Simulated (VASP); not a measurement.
Write the native input for VASP 6.6.1 that does the following.

```
Task                   : single point
Functional             : PBE
Potentials or basis    : VASP PAW PBE potentials, release 64 (Ba_sv, Ti_sv, O_h)
Cutoff                 : 1340 eV
k mesh                 : 8 × 8 × 6
Occupations            : gaussian, width 0.05 eV
Spin                   : no spin polarisation
Dipole correction      : no
Further INCAR settings : ALGO = Normal; EDIFF = 1e-06; NBANDS = 28
```

The structure of BaTiO3 lies in POSCAR:

```
BaTiO3
1.0
    4.1049142711      0.0000000000      0.0000000000
    0.0000000000      4.1049142711      0.0000000000
    0.0000000000      0.0000000000      4.2648343547
Ba Ti O
1 1 3
Direct
    0.0000000000      0.0000000000      0.9863187693
    0.5000000000      0.5000000000      0.4690806688
    0.5000000000      0.5000000000      0.0378497747
    0.5000000000      0.0000000000      0.5173753936
    0.0000000000      0.5000000000      0.5173753936
```

This cell differs from its parent crystal: strain +0.030 along x and y, +0.015 along z.

These files were run (other wordings do the same):

INCAR

```
SYSTEM = BaTiO3
PREC = Accurate
ENCUT = 1340
EDIFF = 1E-6
ISMEAR = 0
SIGMA = 0.05
LREAL = .False.
LASPH = .True.
NELM = 120
ALGO = Normal
ISIF = 2
LWAVE = .False.
LCHARG = .False.
GGA = PE
NBANDS = 28
GGA_COMPAT = .False.
```

KPOINTS

```
Automatic mesh
0
Gamma
  8 8 6
  0 0 0
```

Potentials or basis: VASP PAW PBE potentials, release 64 (Ba_sv, Ti_sv, O_h).

The run is started by

```bash
$ cat potpaw_PBE.64/Ba_sv/POTCAR potpaw_PBE.64/Ti_sv/POTCAR potpaw_PBE.64/O_h/POTCAR > POTCAR
$ mpirun -np 1 vasp_std > vasp.out
```

It gave:

The pressure is -8.7 GPa and the largest force is 0.634 eV/Å. The band gap on the k mesh is 1.64 eV (least direct gap 2.18 eV).

Caveat: the cell differs from its parent crystal (strain +0.030 along x and y, +0.015 along z); the cell stands under tension; spin-orbit coupling is left out, which moves the levels of the heavy elements.

Wall time 19 min on 1 thread of Intel(R) Xeon(R) Platinum 8375C CPU @ 2.90GHz (Ice Lake), on a shared host, peak memory 0.69 GiB.
